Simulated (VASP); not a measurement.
Input of a VASP 6.6.1 run:

File INCAR:

```
SYSTEM = B
PREC = Accurate
ENCUT = 520
EDIFF = 1E-6
ISMEAR = -1
SIGMA = 0.08
LREAL = .False.
LASPH = .True.
NELM = 60
ALGO = Normal
ISIF = 2
LWAVE = .False.
LCHARG = .False.
GGA = PE
NBANDS = 10
```

The input KPOINTS:

```
Automatic mesh
0
Gamma
  21 21 11
  0 0 0
```

The input POSCAR:

```
B
1.0
    1.6986305503      0.0000000000      0.0000000000
   -0.8493152752      1.4710572082      0.0000000000
    0.0000000000      0.0000000000      6.6116802173
B
2
Direct
    0.3333333333      0.6666666667      0.2500000000
    0.6666666667      0.3333333333      0.7500000000
```

Potentials or basis: VASP PAW PBE potentials, release 64 (B).

Launch:

```sh
$ cat potpaw_PBE.64/B/POTCAR > POTCAR
$ mpirun -np 1 vasp_std > vasp.out
```

**Question.** Predict the band gap on the k mesh.

**Answer.** Zero (band 3 reaches 9.20 eV, above the bottom of band 4 at -1.45 eV).

**Question.** Estimate the pressure.

**Answer.** 5.8 GPa.

Caveat: this functional lacks dispersion, which binds the layers, so the pressure and a relaxed spacing across them are unreliable.
